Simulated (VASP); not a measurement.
## Pt: single point with LDA

Crystal: Pt.

```
Pt
1.0
     2.70829    0.00000    0.00000
    -1.35415    2.34545    0.00000
     0.00000    0.00000    9.35302
Pt
4
Direct
  0.64638 0.38876 0.37500
  0.64638 0.38876 0.87500
  0.35362 0.61124 0.12500
  0.35362 0.61124 0.62500
```

This cell differs from its parent crystal: mode 1 frozen in at -0.130 Å and mode 2 at +0.130 Å (largest displacements).

| Property | Result |
| --- | --- |
| Program | VASP 6.6.1 |
| Task | single point |
| Functional | LDA |
| Potentials or basis | VASP PAW LDA potentials, release 64 (Pt) |
| Cutoff | 520 eV |
| k mesh | 18 × 18 × 6 |
| Occupations | gaussian, width 0.15 eV |
| Spin | no spin polarisation |

```yaml
Pressure: 3.0 GPa
Largest_force: 0.395 eV/Å
Band_gap_on_the_k_mesh: zero (band 20 reaches 12.06 eV, above the bottom of band 21 at 10.47 eV)
```

Forces in eV/Å, atoms in the order of the input:
```
Pt   0.391 -0.057  0.000
Pt   0.391 -0.057  0.000
Pt  -0.391  0.057  0.000
Pt  -0.391  0.057  0.000
```

Stress tensor (GPa, compression positive):
```
 1.74 -1.83  0.00
-1.83  0.11  0.00
 0.00  0.00  7.15
```

Levels at points of the mesh, in eV from the Fermi level:
```csv
k point,band 17,band 18,band 19,band 20,band 21,band 22,band 23,band 24
"(0.00, 0.00, 0.00)",-1.14,-1.11,-1.08,-1.08,-0.95,-0.75,-0.75,0.14
"(0.50, 0.00, 0.00)",0.39,0.44,0.44,0.46,2.01,2.01,2.15,4.12
"(0.00, 0.50, 0.00)",0.39,0.45,0.45,0.46,1.75,2.48,2.48,4.45
"(0.50, 0.50, 0.00)",0.27,0.43,0.43,0.62,0.62,0.65,3.13,3.19
"(0.00, 0.00, 0.50)",-1.97,-1.97,-0.94,-0.94,-0.92,-0.92,-0.20,-0.20
"(0.50, 0.00, 0.50)",0.41,0.41,0.46,0.46,1.13,1.13,3.63,3.63
"(0.00, 0.50, 0.50)",0.42,0.42,0.47,0.47,0.65,0.65,4.01,4.01
"(0.50, 0.50, 0.50)",0.27,0.27,0.58,0.58,2.40,2.40,2.53,2.53
```

It took 19 min on 1 thread of Intel(R) Xeon(R) Platinum 8259CL CPU @ 2.50GHz (Skylake/Cascade Lake), with other jobs on the host, peak memory 0.79 GiB.

Caveat: the cell differs from its parent crystal (mode 1 frozen in at -0.130 Å and mode 2 at +0.130 Å (largest displacements)); spin-orbit coupling is left out, which moves the levels of the heavy elements.
